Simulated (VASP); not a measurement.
# AlN (P1) in VASP: notebook

AlN is run at these levels: r2SCAN; tasks: single point.

All numbers are computed with VASP 6.6.1; they aren't measurements. Logs are shortened: lines on timing, memory, paths and dates and some standing lists are left out, and cuts for length are marked.

## (1) The cell of the first run

The typed cell holds 4 atoms: a = 3.111 Å, b = 3.111 Å, c = 4.978 Å, α = 90.00°, β = 90.00°, γ = 120.00°.

## (2) Single point, r2SCAN (atom 3 (N) moved by (-0.600, +0.600) A along x and y)

The input, POSCAR:

```
AlN
1.0
    3.1110021516      0.0000000000      0.0000000000
   -1.5555010758      2.6942068945      0.0000000000
    0.0000000000      0.0000000000      4.9780000000
Al N
2 2
Direct
    0.3333333333      0.6666666667      0.0000000000
    0.6666666667      0.3333333333      0.5000000000
    0.2518194590      0.8893667129      0.3850000000
    0.6666666667      0.3333333333      0.8850000000
```

The input, INCAR.step1:

```
SYSTEM = AlN
ALGO = Normal ; EDIFF = 1E-4
ENCUT = 520 ; GGA = PE
ISMEAR = 0 ; LASPH = .TRUE.
LCHARG = .FALSE. ; LREAL = .FALSE.
LWAVE = .TRUE. ; NBANDS = 16
NELM = 60 ; PREC = Accurate
SIGMA = 0.05
```

The input, INCAR.step2:

```
SYSTEM = AlN
ALGO = Normal ; EDIFF = 1E-6
ENCUT = 520 ; ISIF = 2
ISMEAR = 0 ; ISTART = 1
LASPH = .TRUE. ; LCHARG = .FALSE.
LMIXTAU = .TRUE. ; LREAL = .FALSE.
LWAVE = .FALSE. ; METAGGA = R2SCAN
NBANDS = 16 ; NELM = 60
PREC = Accurate ; SIGMA = 0.05
```

The input, KPOINTS:

```
k-points
0
G
  12 12 6
  0 0 0
```

Potentials or basis: VASP PAW PBE potentials, release 64 (Al, N).

Command:

```sh
> cat potpaw_PBE.64/Al/POTCAR potpaw_PBE.64/N/POTCAR > POTCAR
> cp INCAR.step1 INCAR
> mpirun -np 1 vasp_std > vasp.out
> cp INCAR.step2 INCAR
> mpirun -np 1 vasp_std > vasp.out
```

OUTCAR:

```text
SYSTEM = AlN
   EDIFF = 1E-6
   ENCUT = 520
   ISIF = 2
   ISMEAR = 0
   ISTART = 1
   LASPH = .TRUE.
   LREAL = .FALSE.
   METAGGA = R2SCAN
   NELM = 60
   PREC = Accurate

 ion  position               nearest neighbor table
   1  0.333  0.667  0.000-   4 1.89   4 1.89   4 1.89   3 2.10   2 3.07   2 3.07   2 3.07   2 3.07
                             2 3.07   2 3.07
   2  0.667  0.333  0.500-   3 1.46   3 1.87   4 1.92   1 3.07   1 3.07   1 3.07   1 3.07   1 3.07
                             1 3.07
   3  0.252  0.889  0.385-   2 1.46   2 1.87   1 2.10
   4  0.667  0.333  0.885-   1 1.89   1 1.89   1 1.89   2 1.92

  LATTYP: Found a hexagonal cell.
 ALAT       =     3.1110021516
 C/A-ratio  =     1.6001274694

  Lattice vectors:

 A1 = (   3.1110021516,   0.0000000000,   0.0000000000)
 A2 = (  -1.5555010758,   2.6942068945,   0.0000000000)
 A3 = (   0.0000000000,   0.0000000000,   4.9780000000)

Analysis of symmetry for initial positions (statically):
=====================================================================
 Subroutine PRICEL returns:
 Original cell was already a primitive cell.

 Routine SETGRP: Setting up the symmetry group for a
 hexagonal supercell.

 Subroutine GETGRP returns: Found  1 space group operations
 (whereof  1 operations were pure point group operations)
 out of a pool of 24 trial point group operations.

The static configuration has the point symmetry C_1 .

Analysis of symmetry for dynamics (positions and initial velocities):
=====================================================================
 Subroutine PRICEL returns:
 Original cell was already a primitive cell.

 Routine SETGRP: Setting up the symmetry group for a
 hexagonal supercell.

 Subroutine GETGRP returns: Found  1 space group operations
 (whereof  1 operations were pure point group operations)
 out of a pool of 24 trial point group operations.

The dynamic configuration has the point symmetry C_1 .

 Subroutine INISYM returns: Found  1 space group operations
 (whereof  1 operations are pure point group operations),
 and found     1 'primitive' translations

----------------------------------------------------------------------------------------

                                     Primitive cell

  volume of cell :      41.7240

  direct lattice vectors                    reciprocal lattice vectors
     3.111002152  0.000000000  0.000000000     0.321439829  0.185583372  0.000000000
[... 91 lines left out ...]
   LREAL  =      F    real-space projection
   EDIFFG = 0.1E-04   stopping-criterion for IOM
   NSW    =      0    number of steps for IOM
   IBRION =     -1    ionic relax: 0-MD 1-quasi-New 2-CG
   NFREE  =      0    steps in history (QN), initial steepest desc. (CG)
   ISIF   =      2    stress and relaxation
   ISYM   =      2    0-nonsym 1-usesym 2-fastsym
   POTIM  = 0.5000    time-step for ionic-motion
   TEBEG  =    0.0;   TEEND  =   0.0 temperature during run
   PSTRESS=    0.0 pullay stress
   NELECT =      16.0000    total number of electrons
   NUPDOWN=      -1.0000    fix difference up-down
   EMIN   =  10.00;   EMAX   =-10.00  energy-range for DOS
   EFERMI =   0.00;   METHOD = LEGACY
   ISMEAR =     0;   SIGMA  =   0.05  broadening in eV -4-tet -1-fermi 0-gaus
   EFERMI_NEDOS =   21; number of points for ismear=-14 and -15
   IALGO  =     38    algorithm
   IMIX   =      4    mixing-type and parameters
     AMIX     =   0.40;   BMIX     =  1.00
     AMIX_MAG =   1.60;   BMIX_MAG =  1.00
  volume/ion in A,a.u.               =      10.43        70.39
  Fermi-wavevector in a.u.,A,eV,Ry     =   1.189377  2.247596 19.247033  1.414617
  Thomas-Fermi vector in A             =   2.325485
   LORBIT       =      0    0 simple, 1 ext, 2 COOP (PROOUT), +10 PAW based schemes
   METAGGA = R2SCAN    functional components
   LHFCALC =     F    Hartree Fock is set to
   AEXX    =    0.0000 exact exchange contribution
   IVDW    =     0    specifies the selected vdW correction
   LEPSILON=     F    determine dielectric tensor
   LRPA    =     F    only Hartree local field effects (RPA)
 non-spin polarized calculation
 Gauss-broadening in eV      SIGMA  =   0.05
  energy-cutoff  :      520.00
  volume of cell :       41.72
 maximum number of plane-waves:      1152
   NGX = 11   NGY = 11   NGZ = 19

 number of electron      15.9999999 magnetization

 Free energy of the ion-electron system (eV)
  ---------------------------------------------------
  ext. energy  EPLUGINS =         0.00000000
  ---------------------------------------------------
  free energy    TOTEN  =       -34.56871061 eV

  energy without entropy =      -34.56871061  energy(sigma->0) =      -34.56871061

 E-fermi :   6.9976     XC(G=0): -11.3943

 val. band max:        6.7718264183   @ k =   0.0000   0.0000   0.0000
 cond. band min:       9.5750446969   @ k =   0.5000   0.5000   0.0000
 fundamental gap:      2.8032182786
 Fermi energy:         6.9975832916

 k-point     1 :       0.0000    0.0000    0.0000
  band No.  band energies     occupation
      1     -10.0663      2.00000
      2      -7.9335      2.00000
      3      -0.0888      2.00000
      4       4.2371      2.00000
      5       5.1334      2.00000
      6       5.5339      2.00000
[... 433 lines left out ...]
      3       0.6302      2.00000
      4       2.7166      2.00000
      5       3.3546      2.00000
      6       4.8192      2.00000
[... 8 lines left out ...]
     15      20.7845      0.00000
     16      21.3975      0.00000

 [... further k-points ...]

------------------------ aborting loop because EDIFF is reached ----------------------------------------

  FORCE on cell =-STRESS in cart. coord.  units (eV):
  Direction    XX          YY          ZZ          XY          YZ          ZX
  --------------------------------------------------------------------------------------
  -------------------------------------------------------------------------------------
  Total        2.5112559     14.9388296      3.3557438      9.5103453      6.7256845      5.2308912
  in kB       96.4307201    573.6420899    128.8585493    365.1915517    258.2622467    200.8630814
  external PRESSURE =     266.3104531 kB  Pullay stress =       0.0000000 kB

 VOLUME and BASIS-vectors are now :
 -----------------------------------------------------------------------------
  energy-cutoff  :      520.00
  volume of cell :       41.72
      direct lattice vectors                 reciprocal lattice vectors
     3.111002152  0.000000000  0.000000000     0.321439829  0.185583372  0.000000000
    -1.555501076  2.694206895  0.000000000     0.000000000  0.371166744  0.000000000
     0.000000000  0.000000000  4.978000000     0.000000000  0.000000000  0.200883889

 POSITION                                       TOTAL-FORCE (eV/Angst)
 -----------------------------------------------------------------------------------
     -0.00000      1.79614      0.00000        -0.957739      0.851559      0.875598
      1.55550      0.89807      2.48900         6.884155     14.112513      7.126991
     -0.60000      2.39614      1.91653        -6.143137    -15.399002     -7.565789
      1.55550      0.89807      4.40553         0.216722      0.434929     -0.436800
 -----------------------------------------------------------------------------------
    total drift:                                0.000114     -0.000629     -0.002121

  FREE ENERGIE OF THE ION-ELECTRON SYSTEM (eV)
  ---------------------------------------------------
  free  energy   TOTEN  =       -34.5687106118 eV

  energy  without entropy=      -34.5687106118  energy(sigma->0) =      -34.56871061
```

OUTCAR.step1:

```text
SYSTEM = AlN
   EDIFF = 1E-4
   ENCUT = 520
   GGA = PE
   ISMEAR = 0
   LASPH = .TRUE.
   LREAL = .FALSE.
   NELM = 60
[... 685 lines left out ...]
      1.55550      0.89807      2.48900         6.811228     13.947726      6.971311
     -0.60000      2.39614      1.91653        -6.159063    -15.105969     -7.481997
      1.55550      0.89807      4.40553         0.201702      0.403703     -0.393997
 -----------------------------------------------------------------------------------
    total drift:                                0.003101      0.004491      0.005096

  FREE ENERGIE OF THE ION-ELECTRON SYSTEM (eV)
  ---------------------------------------------------
  free  energy   TOTEN  =       -26.0213936411 eV

  energy  without entropy=      -26.0213936411  energy(sigma->0) =      -26.02139364
```

OSZICAR.step1:

```text
N       E                     dE             d eps       ncg     rms          rms(c)
DAV:   1     0.452844851604E+02    0.45284E+02   -0.73470E+03 13968   0.895E+02
DAV:   2    -0.287008265765E+02   -0.73985E+02   -0.67580E+02 19328   0.189E+02
DAV:   3    -0.322564599768E+02   -0.35556E+01   -0.35458E+01 17696   0.435E+01
DAV:   4    -0.322776975662E+02   -0.21238E-01   -0.21236E-01 18296   0.379E+00
DAV:   5    -0.322779778051E+02   -0.28024E-03   -0.28024E-03 18144   0.437E-01    0.140E+01
DAV:   6    -0.260777445913E+02    0.62002E+01   -0.13685E+01 18192   0.274E+01    0.491E+00
DAV:   7    -0.260576351364E+02    0.20109E-01   -0.84095E-01 16448   0.674E+00    0.315E+00
DAV:   8    -0.260232884121E+02    0.34347E-01   -0.70941E-02 19480   0.225E+00    0.497E-01
DAV:   9    -0.260210539425E+02    0.22345E-02   -0.11290E-02 19312   0.796E-01    0.257E-01
DAV:  10    -0.260213172953E+02   -0.26335E-03   -0.13096E-03 17064   0.292E-01    0.107E-01
DAV:  11    -0.260213936411E+02   -0.76346E-04   -0.19135E-04 15680   0.115E-01
   1 F= -.26021394E+02 E0= -.26021394E+02  d E =-.161623E-11
```

It took 4.8 min on 1 thread of Intel Xeon 6975P-C (Granite Rapids), shared host; peak memory 0.34 GiB.

Results:

* Free energy: -34.5687 eV
* Pressure: 26.6 GPa
* Largest force: 18.224 eV/Å
* Band gap on the k mesh: 2.80 eV (least direct gap 3.04 eV)

Forces in eV/Å, atoms in the order of the input:
```
Al   -0.958   0.852   0.876
Al    6.884  14.113   7.127
N    -6.143 -15.399  -7.566
N     0.217   0.435  -0.437
```

Stress tensor (GPa, compression positive):
```
 9.64 36.52 20.09
36.52 57.36 25.83
20.09 25.83 12.89
```

Caveat: the cell differs from its parent crystal (atom 3 (N) moved by (-0.600, +0.600) A along x and y); the cell stands under pressure; the PAW data sets were made with another functional, which shifts forces and pressure a little. A k mesh can miss the band edges.

## (3) Single point, r2SCAN (atom 3 (N) moved by (-0.300, +0.000) A along x and y)

Edit POSCAR of step 2 so:

```diff
@@ -10,3 +10,3 @@
     0.6666666667      0.3333333333      0.5000000000
-    0.2518194590      0.8893667129      0.3850000000
+    0.2369013846      0.6666666667      0.3850000000
     0.6666666667      0.3333333333      0.8850000000
```

Edit INCAR.step1 of step 2 so:

```diff
@@ -6,3 +6,3 @@
 LWAVE = .TRUE. ; NBANDS = 16
-NELM = 60 ; PREC = Accurate
+NELM = 80 ; PREC = Accurate
 SIGMA = 0.05
```

Edit INCAR.step2 of step 2 so:

```diff
@@ -7,3 +7,3 @@
 LWAVE = .FALSE. ; METAGGA = R2SCAN
-NBANDS = 16 ; NELM = 60
+NBANDS = 16 ; NELM = 80
 PREC = Accurate ; SIGMA = 0.05
```

KPOINTS is that of step 2.

Potentials or basis: VASP PAW PBE potentials, release 64 (Al, N).

Command:

```sh
> cat potpaw_PBE.64/Al/POTCAR potpaw_PBE.64/N/POTCAR > POTCAR
> cp INCAR.step1 INCAR
> mpirun -np 1 vasp_std > vasp.out
> cp INCAR.step2 INCAR
> mpirun -np 1 vasp_std > vasp.out
```

OUTCAR:

```text
SYSTEM = AlN
   EDIFF = 1E-6
   ENCUT = 520
   ISIF = 2
   ISMEAR = 0
   ISTART = 1
   LASPH = .TRUE.
   LREAL = .FALSE.
   METAGGA = R2SCAN
   NELM = 80
   PREC = Accurate

 ion  position               nearest neighbor table
   1  0.333  0.667  0.000-   4 1.89   4 1.89   4 1.89   3 1.94   2 3.07   2 3.07   2 3.07   2 3.07
                             2 3.07   2 3.07
   2  0.667  0.333  0.500-   3 1.65   3 1.91   4 1.92   3 2.14   1 3.07   1 3.07   1 3.07   1 3.07
                             1 3.07   1 3.07
   3  0.237  0.667  0.385-   2 1.65   2 1.91   1 1.94   2 2.14
   4  0.667  0.333  0.885-   1 1.89   1 1.89   1 1.89   2 1.92

  LATTYP: Found a hexagonal cell.
 ALAT       =     3.1110021516
 C/A-ratio  =     1.6001274694

  Lattice vectors:

 A1 = (   3.1110021516,   0.0000000000,   0.0000000000)
 A2 = (  -1.5555010758,   2.6942068945,   0.0000000000)
 A3 = (   0.0000000000,   0.0000000000,   4.9780000000)

Analysis of symmetry for initial positions (statically):
=====================================================================
 Subroutine PRICEL returns:
 Original cell was already a primitive cell.

 Routine SETGRP: Setting up the symmetry group for a
[... 176 lines left out ...]
 fundamental gap:      4.4851447550
 Fermi energy:         6.4422240594

 k-point     1 :       0.0000    0.0000    0.0000
  band No.  band energies     occupation
      1     -10.0902      2.00000
      2      -7.9719      2.00000
      3      -0.1521      2.00000
      4       4.4949      2.00000
      5       5.2220      2.00000
      6       5.5362      2.00000
[... 433 lines left out ...]
      3       0.5599      2.00000
      4       2.8858      2.00000
      5       3.5171      2.00000
      6       4.5630      2.00000
[... 8 lines left out ...]
     15      20.3281      0.00000
     16      20.9513      0.00000

 [... further k-points ...]

------------------------ aborting loop because EDIFF is reached ----------------------------------------

  FORCE on cell =-STRESS in cart. coord.  units (eV):
  Direction    XX          YY          ZZ          XY          YZ          ZX
  --------------------------------------------------------------------------------------
  -------------------------------------------------------------------------------------
  Total        2.7814715      1.5432885      0.1657235      3.9806428     -1.4411822     -1.9917343
  in kB      106.8068368     59.2613533      6.3636826    152.8542927    -55.3405311    -76.4814007
  external PRESSURE =      57.4772909 kB  Pullay stress =       0.0000000 kB

 VOLUME and BASIS-vectors are now :
 -----------------------------------------------------------------------------
  energy-cutoff  :      520.00
  volume of cell :       41.72
      direct lattice vectors                 reciprocal lattice vectors
     3.111002152  0.000000000  0.000000000     0.321439829  0.185583372  0.000000000
    -1.555501076  2.694206895  0.000000000     0.000000000  0.371166744  0.000000000
     0.000000000  0.000000000  4.978000000     0.000000000  0.000000000  0.200883889

 POSITION                                       TOTAL-FORCE (eV/Angst)
 -----------------------------------------------------------------------------------
     -0.00000      1.79614      0.00000        -0.521885      0.007340      0.361551
      1.55550      0.89807      2.48900        -5.091655     -2.615403      1.714944
     -0.30000      1.79614      1.91653         5.865832      2.695778     -1.841183
      1.55550      0.89807      4.40553        -0.252292     -0.087715     -0.235312
 -----------------------------------------------------------------------------------
    total drift:                                0.000344     -0.000015     -0.002589

  FREE ENERGIE OF THE ION-ELECTRON SYSTEM (eV)
  ---------------------------------------------------
  free  energy   TOTEN  =       -37.6310120268 eV

  energy  without entropy=      -37.6310120268  energy(sigma->0) =      -37.63101203
```

OUTCAR.step1:

```text
SYSTEM = AlN
   EDIFF = 1E-4
   ENCUT = 520
   GGA = PE
   ISMEAR = 0
   LASPH = .TRUE.
   LREAL = .FALSE.
   NELM = 80
[... 685 lines left out ...]
      1.55550      0.89807      2.48900        -5.005806     -2.583090      1.671717
     -0.30000      1.79614      1.91653         5.696172      2.659150     -1.806682
      1.55550      0.89807      4.40553        -0.232809     -0.081640     -0.216617
 -----------------------------------------------------------------------------------
    total drift:                                0.000131      0.000632      0.000009

  FREE ENERGIE OF THE ION-ELECTRON SYSTEM (eV)
  ---------------------------------------------------
  free  energy   TOTEN  =       -28.9710341457 eV

  energy  without entropy=      -28.9710341457  energy(sigma->0) =      -28.97103415
```

Wall time 12 min (1 thread of Intel Xeon Platinum 8259CL at 2.50GHz (Skylake/Cascade Lake), shared host); peak memory 0.36 GiB.

Results:

```
Free energy            : -37.6310 eV
Pressure               : 5.7 GPa
Largest force          : 6.713 eV/Å
Band gap on the k mesh : 4.49 eV
```

Forces on the atoms (eV/Å):
```
Al  -0.522  0.007  0.362
Al  -5.092 -2.615  1.715
N    5.866  2.696 -1.841
N   -0.252 -0.088 -0.235
```

Caveat: the cell differs from its parent crystal (atom 3 (N) moved by (-0.300, +0.000) A along x and y); the cell stands under pressure; the PAW data sets were made with another functional, which shifts forces and pressure a little. A k mesh can miss the band edges.

[end of part 1 of 2]
